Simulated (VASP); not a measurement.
# Be3Cd2S: single point with PBE

The system is Be3Cd2S.

```
Be Cd S
1.0
     3.60761    0.00000    0.00000
    -1.80380    3.12428    0.00000
     0.00000    0.00000   11.19198
Be Cd S
3 2 1
Cartesian
  1.8038 1.0414 5.5960
  0.0000 0.0000 0.0000
  0.0000 0.0000 5.5960
  0.0000 2.0829 4.0148
  0.0000 2.0829 7.1772
  1.8038 1.0414 0.0000
```

The cell was generated, and may not be a known phase.

```
Program                : VASP 6.6.1
Task                   : single point
Functional             : PBE
Potentials or basis    : VASP PAW PBE potentials, release 64 (Be, Cd, S)
Cutoff                 : 520 eV
k mesh                 : 12 × 12 × 4
Occupations            : gaussian, width 0.1 eV
Spin                   : no spin polarisation
Dipole correction      : no
Further INCAR settings : ALGO = Normal; EDIFF = 1e-06; NBANDS = 27
```

```yaml
Pressure: 0.1 GPa
Largest_force: 0.032 eV/Å
Band_gap_on_the_k_mesh: zero (bands 18 and 19 overlap by 2.48 eV)
```

Forces in eV/Å, atoms in the order of the input:
```
Be   0.000  0.000  0.000
Be   0.000  0.000  0.000
Be   0.000  0.000  0.000
Cd   0.000  0.000 -0.032
Cd   0.000  0.000  0.032
S    0.000  0.000  0.000
```

Levels at points of the mesh, in eV from the Fermi level:
```csv
k point,band 14,band 15,band 16,band 17,band 18,band 19,band 20,band 21,band 22,band 23
"(0.00, 0.00, 0.00)",-4.35,-3.41,-3.41,-1.64,1.44,2.26,2.26,2.49,3.56,3.56
"(0.50, 0.00, 0.00)",-4.61,-4.29,-3.08,-1.62,-1.21,-0.26,1.41,1.62,2.23,3.61
"(0.00, 0.00, 0.50)",-4.66,-3.41,-3.41,-1.10,0.56,2.26,2.26,2.89,3.57,3.57
"(0.50, 0.00, 0.50)",-4.61,-4.31,-3.03,-1.66,-1.18,-0.26,0.81,2.23,2.43,4.06
```

Wall time 5.2 min on 1 thread of Intel Xeon 8259CL, with other jobs on the host, peak memory 0.36 GiB.
